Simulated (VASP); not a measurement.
Set up this calculation in VASP 6.6.1, as the native input.

- Task: single point
- Functional: PBEsol
- Potentials or basis: VASP PAW PBE potentials, release 64 (Ca_sv, Y_sv)
- Cutoff: 520 eV
- k mesh: 6 × 6 × 6
- Occupations: fermi-dirac, width 0.05 eV
- Spin: no spin polarisation
- Dipole correction: no
- Further INCAR settings: ALGO = Normal; EDIFF = 1e-06; NBANDS = 28

The structure of Ca3Y lies in POSCAR:

```
Ca3Y
1.0
   -2.6700820481      2.6700820481      5.4129791010
    2.6700820481     -2.6700820481      5.4129791010
    2.6700820481      2.6700820481     -5.4129791010
Ca Y
3 1
Direct
    0.7500000000      0.2500000000      0.5000000000
    0.2500000000      0.7500000000      0.5000000000
    0.5000000000      0.5000000000      0.0000000000
    0.0000000000      0.0000000000      0.0000000000
```

One way to write it, as run:

INCAR

```
SYSTEM = Ca3Y
  ALGO = Normal
  EDIFF = 1E-6
  ENCUT = 520
  GGA = PS
  ISIF = 2
  ISMEAR = -1
  LASPH = .TRUE.
  LCHARG = .FALSE.
  LREAL = .FALSE.
  LWAVE = .FALSE.
  NBANDS = 28
  NELM = 80
  PREC = Accurate
  SIGMA = 0.05
```

KPOINTS

```
k-points
0
G
  6 6 6
  0 0 0
```

Potentials or basis: VASP PAW PBE potentials, release 64 (Ca_sv, Y_sv).

The run is started by

```console
$ cat potpaw_PBE.64/Ca_sv/POTCAR potpaw_PBE.64/Y_sv/POTCAR > POTCAR
$ mpirun -np 1 vasp_std > vasp.out
```

It gave:

| Property | Result |
| --- | --- |
| Pressure | -0.5 GPa |

Caveat: the PAW data sets were made with another functional, which shifts forces and pressure a little.

Run time: 6.2 min on 1 thread of Intel(R) Xeon(R) Platinum 8488C (Sapphire Rapids), with other jobs on the host, peak memory 0.43 GiB.
